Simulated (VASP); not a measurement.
# W (Fm-3m) in VASP: further runs

The runs below take W through single point, relaxation of cell and atoms, with PBEsol.

All numbers are computed with VASP 6.6.1; they aren't measurements. Logs are shortened: lines on timing, memory, paths and dates and some standing lists are left out, and cuts for length are marked.

## Step 1: The cell of the first run

Symmetry: Fm-3m, No. 225, cubic system. The conventional cell has a = 3.960 Å, b = 3.960 Å, c = 3.960 Å, α = 90.00°, β = 90.00°, γ = 90.00°. W (site symmetry m-3m) has 12 W at 2.80 Å within 3.7 Å.

## Step 2: Single point, PBEsol

INCAR reads:

```
SYSTEM = W
PREC     = Accurate       ! precision mode
ENCUT    = 520            ! plane-wave cutoff, eV
EDIFF    = 1E-6           ! SCF threshold, eV
ISMEAR   = -1             ! smearing method
SIGMA    = 0.05           ! smearing width, eV
LREAL    = .FALSE.        ! projectors in reciprocal space
LASPH    = .TRUE.         ! aspherical terms in the spheres
NELM     = 80             ! most SCF steps
ALGO     = Normal         ! electronic algorithm
ISIF     = 2              ! what is computed and relaxed
LWAVE    = .FALSE.        ! write WAVECAR
LCHARG   = .FALSE.        ! write CHGCAR
GGA      = PS             ! functional
NBANDS   = 13             ! bands
```

KPOINTS reads:

```
regular mesh
0
G
  11 11 11
  0 0 0
```

POSCAR reads:

```
W
1.0
    0.0000000000      1.9799923304      1.9799923304
    1.9799923304      0.0000000000      1.9799923304
    1.9799923304      1.9799923304      0.0000000000
W
1
Direct
    0.0000000000      0.0000000000      0.0000000000
```

Potentials or basis: VASP PAW PBE potentials, release 64 (W_sv).

Started as:

```
> cat potpaw_PBE.64/W_sv/POTCAR > POTCAR
> mpirun -np 1 vasp_std > vasp.out
```

OUTCAR:

```text
SYSTEM = W
   PREC = Accurate
   ENCUT = 520
   EDIFF = 1E-6
   ISMEAR = -1
   LREAL = .FALSE.
   LASPH = .TRUE.
   NELM = 80
   ISIF = 2
   GGA = PS

 ion  position               nearest neighbor table
   1  0.000  0.000  0.000-

  LATTYP: Found a face centered cubic cell.
 ALAT       =     3.9599846608

  Lattice vectors:

 A1 = (   0.0000000000,   1.9799923304,   1.9799923304)
 A2 = (   1.9799923304,   0.0000000000,   1.9799923304)
 A3 = (   1.9799923304,   1.9799923304,   0.0000000000)

Analysis of symmetry for initial positions (statically):
=====================================================================
 Subroutine PRICEL returns:
 Original cell was already a primitive cell.

 Routine SETGRP: Setting up the symmetry group for a
 face centered cubic supercell.

 Subroutine GETGRP returns: Found 48 space group operations
 (whereof 48 operations were pure point group operations)
 out of a pool of 48 trial point group operations.

The static configuration has the point symmetry O_h .

Analysis of symmetry for dynamics (positions and initial velocities):
=====================================================================
 Subroutine PRICEL returns:
 Original cell was already a primitive cell.

 Routine SETGRP: Setting up the symmetry group for a
 face centered cubic supercell.

 Subroutine GETGRP returns: Found 48 space group operations
 (whereof 48 operations were pure point group operations)
 out of a pool of 48 trial point group operations.

The dynamic configuration has the point symmetry O_h .

 Subroutine INISYM returns: Found 48 space group operations
 (whereof 48 operations are pure point group operations),
 and found     1 'primitive' translations

----------------------------------------------------------------------------------------

                                     Primitive cell

  volume of cell :      15.5246

  direct lattice vectors                    reciprocal lattice vectors
     0.000000000  1.979992330  1.979992330    -0.252526231  0.252526231  0.252526231
     1.979992330  0.000000000  1.979992330     0.252526231 -0.252526231  0.252526231
     1.979992330  1.979992330  0.000000000     0.252526231  0.252526231 -0.252526231

  length of vectors
     2.800132007  2.800132007  2.800132007     0.437388262  0.437388262  0.437388262

  position of ions in fractional coordinates (direct lattice)
     0.000000000  0.000000000  0.000000000

  ion indices of the primitive-cell ions
[... 80 lines left out ...]
   ISIF   =      2    stress and relaxation
   ISYM   =      2    0-nonsym 1-usesym 2-fastsym
   POTIM  = 0.5000    time-step for ionic-motion
   TEBEG  =    0.0;   TEEND  =   0.0 temperature during run
   PSTRESS=    0.0 pullay stress
   NELECT =      14.0000    total number of electrons
   NUPDOWN=      -1.0000    fix difference up-down
   EMIN   =  10.00;   EMAX   =-10.00  energy-range for DOS
   EFERMI =   0.00;   METHOD = LEGACY
   ISMEAR =    -1;   SIGMA  =   0.05  broadening in eV -4-tet -1-fermi 0-gaus
   EFERMI_NEDOS =   21; number of points for ismear=-14 and -15
   IALGO  =     38    algorithm
   IMIX   =      4    mixing-type and parameters
     AMIX     =   0.40;   BMIX     =  1.00
     AMIX_MAG =   1.60;   BMIX_MAG =  1.00
  volume/ion in A,a.u.               =      15.52       104.77
  Fermi-wavevector in a.u.,A,eV,Ry     =   1.581651  2.988887 34.036606  2.501620
  Thomas-Fermi vector in A             =   2.681694
   LORBIT       =      0    0 simple, 1 ext, 2 COOP (PROOUT), +10 PAW based schemes
   GGA     = PS    functional components
   LHFCALC =     F    Hartree Fock is set to
   AEXX    =    0.0000 exact exchange contribution
   IVDW    =     0    specifies the selected vdW correction
   LEPSILON=     F    determine dielectric tensor
   LRPA    =     F    only Hartree local field effects (RPA)
 non-spin polarized calculation
  energy-cutoff  :      520.00
  volume of cell :       15.52
 maximum number of plane-waves:       431
 NGX is ok and might be reduce to    24
   NGX = 11   NGY = 11   NGZ = 11

 number of electron      13.9999998 magnetization

 Free energy of the ion-electron system (eV)
  ---------------------------------------------------
  ext. energy  EPLUGINS =         0.00000000
  ---------------------------------------------------
  free energy    TOTEN  =       -13.30634459 eV

  energy without entropy =      -13.29840312  energy(sigma->0) =      -13.30237385

 E-fermi :  11.0484     XC(G=0): -13.8713

 val. band max:       10.9885152049   @ k =  -0.2727   0.0909   0.0000
 cond. band min:      11.0731464075   @ k =   0.1818   0.0909   0.0000
 fundamental gap:      0.0846312026
 Fermi energy:        11.0483868056

 k-point     1 :       0.0000    0.0000    0.0000
  band No.  band energies     occupation
      1     -62.4486      2.00000
      2     -25.9946      2.00000
      3     -25.9946      2.00000
      4     -25.9946      2.00000
      5       1.8028      2.00000
      6      10.4539      1.99999
      7      10.4539      1.99999
      8      10.4539      1.99999
      9      13.8251      0.00000
     10      13.8251      0.00000
     11      23.9923      0.00000
     12      29.4488      0.00000
     13      29.4488      0.00000
[... 354 lines left out ...]
  band No.  band energies     occupation
      1     -62.3578      2.00000
      2     -26.7757      2.00000
      3     -26.3221      2.00000
      4     -26.0868      2.00000
      5       5.1467      2.00000
      6       8.8328      2.00000
      7      10.3457      2.00000
      8      12.0495      0.00000
      9      12.1439      0.00000
     10      15.9573      0.00000
     11      25.8679      0.00000
     12      29.4408      0.00000
     13      30.4961      0.00000

 [... further k-points ...]

------------------------ aborting loop because EDIFF is reached ----------------------------------------

  FORCE on cell =-STRESS in cart. coord.  units (eV):
  Direction    XX          YY          ZZ          XY          YZ          ZX
  --------------------------------------------------------------------------------------
  -------------------------------------------------------------------------------------
  Total        1.0383405      1.0383405      1.0383405      0.0000000      0.0000000      0.0000000
  in kB      107.1593022    107.1593022    107.1593022      0.0000000      0.0000000      0.0000000
  external PRESSURE =     107.1593022 kB  Pullay stress =       0.0000000 kB

 VOLUME and BASIS-vectors are now :
 -----------------------------------------------------------------------------
  energy-cutoff  :      520.00
  volume of cell :       15.52
      direct lattice vectors                 reciprocal lattice vectors
     0.000000000  1.979992330  1.979992330    -0.252526231  0.252526231  0.252526231
     1.979992330  0.000000000  1.979992330     0.252526231 -0.252526231  0.252526231
     1.979992330  1.979992330  0.000000000     0.252526231  0.252526231 -0.252526231

 POSITION                                       TOTAL-FORCE (eV/Angst)
 -----------------------------------------------------------------------------------
      0.00000      0.00000      0.00000         0.000000     -0.000000      0.000000
 -----------------------------------------------------------------------------------
    total drift:                               -0.000000      0.000000      0.000000

  FREE ENERGIE OF THE ION-ELECTRON SYSTEM (eV)
  ---------------------------------------------------
  free  energy   TOTEN  =       -13.3063445914 eV

  energy  without entropy=      -13.2984031167  energy(sigma->0) =      -13.30237385
```

stdout:

```text
POSCAR found type information on POSCAR W
 POSCAR found :  1 types and       1 ions
 scaLAPACK will be used
 -----------------------------------------------------------------------------
|                                                                             |
|                                                                             |
|     You enforced a specific xc type in the INCAR file but a different       |
|     I HOPE YOU KNOW WHAT YOU ARE DOING!                                     |
|                                                                             |
 -----------------------------------------------------------------------------

 LDA part: xc-table for (Slater+PW92), standard interpolation
 POSCAR, INCAR and KPOINTS ok, starting setup
 FFT: planning ... GRIDC
 FFT: planning ... GRID_SOFT
 FFT: planning ... GRID
 WAVECAR not read
 entering main loop
```

Run time: 8.2 s. Hardware: 1 thread of AMD EPYC 7R13 (Zen 3), shared host; peak memory 0.11 GiB.

What came out:

```
Free energy            : -13.3063 eV
Pressure               : 10.7 GPa
Band gap on the k mesh : zero (band 7 reaches 14.09 eV, above the bottom of band 8 at 10.45 eV)
```

Caveat: the PAW data sets were made with another functional, which shifts forces and pressure a little; spin-orbit coupling is left out, which moves the levels of the heavy elements.

## Step 3: Single point, PBEsol

This run uses another cell than the first one, of 15.11 Å³/atom, 0.973 times its volume.

INCAR reads:

```
SYSTEM = W
ALGO = Normal ; EDIFF = 1E-6
ENCUT = 520 ; GGA = PS
ISIF = 2 ; ISMEAR = -1
LASPH = .True. ; LCHARG = .False.
LREAL = .False. ; LWAVE = .False.
NBANDS = 13 ; NELM = 60
PREC = Accurate ; SIGMA = 0.05
```

KPOINTS reads:

```
k-points
0
Gamma
  11 11 11
  0 0 0
```

POSCAR reads:

```
W
1.0
    0.0000000000      1.9620277644      1.9620277644
    1.9620277644      0.0000000000      1.9620277644
    1.9620277644      1.9620277644      0.0000000000
W
1
Direct
    0.0000000000      0.0000000000      0.0000000000
```

Potentials or basis: VASP PAW PBE potentials, release 64 (W_sv).

Started as:

```
> cat potpaw_PBE.64/W_sv/POTCAR > POTCAR
> mpirun -np 1 vasp_std > vasp.out
```

Run time: 7.8 s. Hardware: 1 thread of AMD EPYC 7R13 (Zen 3), shared host; peak memory 0.11 GiB.

Results (log left out):

```
Free energy            : -13.2649 eV
Pressure               : 21.0 GPa
Band gap on the k mesh : zero (band 7 reaches 14.66 eV, above the bottom of band 8 at 10.81 eV)
```

Levels at points of the mesh, in eV from the Fermi level:
| k point | band 3 | band 4 | band 5 | band 6 | band 7 | band 8 | band 9 | band 10 | band 11 | band 12 |
| --- | --- | --- | --- | --- | --- | --- | --- | --- | --- | --- |
| (0.00, 0.00, 0.00) | -36.94 | -36.94 | -9.37 | -0.62 | -0.62 | -0.62 | 2.88 | 2.88 | 12.99 | 18.58 |

Caveat: the PAW data sets were made with another functional, which shifts forces and pressure a little; spin-orbit coupling is left out, which moves the levels of the heavy elements.

## Step 4: Relaxation of cell and atoms, PBEsol

This run uses another cell than the first one, of 16.73 Å³/atom, 1.078 times its volume.

INCAR reads:

```
ALGO = Normal
EDIFF = 1E-6
EDIFFG = -0.005
ENCUT = 600
GGA = PS
IBRION = 2
ISIF = 3
ISMEAR = -1
LASPH = True
LCHARG = False
LREAL = False
LWAVE = False
NELM = 100
NSW = 80
PREC = Accurate
SIGMA = 0.05
```

KPOINTS reads:

```
k-points
0
Gamma
  11 11 11
```

POSCAR reads:

```
W
1.0
    0.0000000000      2.0300000000      2.0300000000
    2.0300000000      0.0000000000      2.0300000000
    2.0300000000      2.0300000000      0.0000000000
W
1
Direct
    0.0000000000      0.0000000000      0.0000000000
```

Potentials or basis: VASP PAW PBE potentials, release 64 (W_sv).

Started as:

```
> cat potpaw_PBE.64/W_sv/POTCAR > POTCAR
> mpirun -np 1 vasp_std > vasp.out
```

OUTCAR:

```text
EDIFF = 1E-6
   EDIFFG = -0.005
   ENCUT = 600
   GGA = PS
   IBRION = 2
   ISIF = 3
   ISMEAR = -1
   LASPH = True
   LREAL = False
   NELM = 100
   NSW = 80
   PREC = Accurate

 ion  position               nearest neighbor table
   1  0.000  0.000  0.000-

  LATTYP: Found a face centered cubic cell.
 ALAT       =     4.0600000000

  Lattice vectors:

 A1 = (   0.0000000000,   2.0300000000,   2.0300000000)
 A2 = (   2.0300000000,   0.0000000000,   2.0300000000)
 A3 = (   2.0300000000,   2.0300000000,   0.0000000000)

Analysis of symmetry for initial positions (statically):
=====================================================================
 Subroutine PRICEL returns:
 Original cell was already a primitive cell.

 Routine SETGRP: Setting up the symmetry group for a
 face centered cubic supercell.

 Subroutine GETGRP returns: Found 48 space group operations
 (whereof 48 operations were pure point group operations)
 out of a pool of 48 trial point group operations.

The static configuration has the point symmetry O_h .

Analysis of symmetry for dynamics (positions and initial velocities):
=====================================================================
 Subroutine PRICEL returns:
 Original cell was already a primitive cell.

 Routine SETGRP: Setting up the symmetry group for a
 face centered cubic supercell.

 Subroutine GETGRP returns: Found 48 space group operations
 (whereof 48 operations were pure point group operations)
 out of a pool of 48 trial point group operations.

The dynamic configuration has the point symmetry O_h .

 Subroutine INISYM returns: Found 48 space group operations
 (whereof 48 operations are pure point group operations),
 and found     1 'primitive' translations

----------------------------------------------------------------------------------------
[... 121 lines left out ...]
   LRPA    =     F    only Hartree local field effects (RPA)
 conjugate gradient relaxation of ions
 non-spin polarized calculation
  energy-cutoff  :      600.00
  volume of cell :       16.73
 maximum number of plane-waves:       568
   NGX = 11   NGY = 11   NGZ = 11

--------------------------------------- Ionic step        1  -------------------------------------------

 number of electron      14.0000002 magnetization

 Free energy of the ion-electron system (eV)
  ---------------------------------------------------
  ext. energy  EPLUGINS =         0.00000000
  ---------------------------------------------------
  free energy    TOTEN  =       -13.29525837 eV

  energy without entropy =      -13.28660370  energy(sigma->0) =      -13.29093103

------------------------ aborting loop because EDIFF is reached ----------------------------------------

  FORCE on cell =-STRESS in cart. coord.  units (eV):
  Direction    XX          YY          ZZ          XY          YZ          ZX
  --------------------------------------------------------------------------------------
  -------------------------------------------------------------------------------------
  Total       -1.2814283     -1.2814283     -1.2814283     -0.0000000      0.0000000      0.0000000
  in kB     -122.7119283   -122.7119283   -122.7119283     -0.0000000      0.0000000      0.0000000
  external PRESSURE =    -122.7119283 kB  Pullay stress =       0.0000000 kB
[... 197 lines left out ...]
--------------------------------------- Ionic step        7  -------------------------------------------

 number of electron      14.0000000 magnetization

 Free energy of the ion-electron system (eV)
  ---------------------------------------------------
  ext. energy  EPLUGINS =         0.00000000
  ---------------------------------------------------
  free energy    TOTEN  =       -13.32314607 eV

  energy without entropy =      -13.31509862  energy(sigma->0) =      -13.31912234

 E-fermi :  10.6179     XC(G=0): -13.6892

 val. band max:       10.5668596662   @ k =  -0.2727   0.0909   0.0000
 cond. band min:      10.6418037251   @ k =   0.1818   0.0909   0.0000
 fundamental gap:      0.0749440589
 Fermi energy:        10.6179201131

 k-point     1 :       0.0000    0.0000    0.0000
  band No.  band energies     occupation
      1     -62.9532      2.00000
      2     -26.5470      2.00000
      3     -26.5470      2.00000
      4     -26.5470      2.00000
      5       1.5151      2.00000
      6      10.0479      1.99998
      7      10.0479      1.99998
      8      10.0479      1.99998
      9      13.2691      0.00000
     10      13.2691      0.00000
     11      23.5026      0.00000
[... 309 lines left out ...]
 k-point    24 :      -0.1818    0.1818    0.0000
  band No.  band energies     occupation
      1     -62.8744      2.00000
      2     -27.2475      2.00000
      3     -26.8412      2.00000
      4     -26.6307      2.00000
      5       4.7607      2.00000
      6       8.4800      2.00000
      7       9.9479      2.00000
      8      11.5864      0.00000
      9      11.6730      0.00000
     10      15.3016      0.00000
     11      25.1436      0.00000

 [... further k-points ...]
[... 5 lines left out ...]
  --------------------------------------------------------------------------------------
  -------------------------------------------------------------------------------------
  Total       -0.0026153     -0.0026153     -0.0026153      0.0000000      0.0000000      0.0000000
  in kB       -0.2613941     -0.2613941     -0.2613941      0.0000000      0.0000000      0.0000000
  external PRESSURE =      -0.2613941 kB  Pullay stress =       0.0000000 kB
[... 16 lines left out ...]
  FREE ENERGIE OF THE ION-ELECTRON SYSTEM (eV)
  ---------------------------------------------------
  free  energy   TOTEN  =       -13.3231460729 eV

  energy  without entropy=      -13.3150986151  energy(sigma->0) =      -13.31912234

 reached required accuracy - stopping structural energy minimisation
```

CONTCAR:

```text
W
   1.00000000000000
    -0.0000000000000000    2.0012475527596467    2.0012475527596467
     2.0012475527596467    0.0000000000000000    2.0012475527596467
     2.0012475527596467    2.0012475527596467   -0.0000000000000000
  W
     1
Direct
     0.0000000000000000    0.0000000000000000    0.0000000000000000

  0.00000000E+00  0.00000000E+00  0.00000000E+00
```

It took 32 s on 1 thread of AMD EPYC 7R13 (Zen 3), shared host; peak memory 0.12 GiB.

Results:

```
Free energy                            : -13.3231 eV
Relaxed volume                         : 16.03 Å³/atom
Relaxed cell                           : a = 2.830 Å, b = 2.830 Å, c = 2.830 Å, α = 60.00°, β = 60.00°, γ = 60.00°
Space group after relaxing (to 0.05 Å) : Fm-3m (No. 225)
Energy gained by relaxing              : 27.9 meV/atom
Ionic steps                            : 7
Pressure after relaxing                : 0.0 GPa
Band gap on the k mesh                 : zero (band 7 reaches 13.45 eV, above the bottom of band 8 at 10.05 eV)
```

The path:
```
step  energy change (eV)  largest force (eV/Å)  pressure (GPa)  volume (Å³)
   1              0.0000                0.0000          -12.27        16.73
   2              0.3527                0.0000           61.79        13.82
   3             -0.0277                0.0000           -0.99        16.08
   4             -0.0279                0.0000           -0.15        16.04
   5             -0.0279                0.0000            0.10        16.02
   6             -0.0279                0.0000           -0.18        16.04
   7             -0.0279                0.0000           -0.03        16.03
```

Final structure:
```
W
1.0
     0.00000    2.00125    2.00125
     2.00125    0.00000    2.00125
     2.00125    2.00125    0.00000
W
1
Direct
  0.00000 0.00000 0.00000
```

Caveat: the PAW data sets were made with another functional, which shifts forces and pressure a little; spin-orbit coupling is left out, which moves the levels of the heavy elements.

(Part 1 of 2 ends here.)
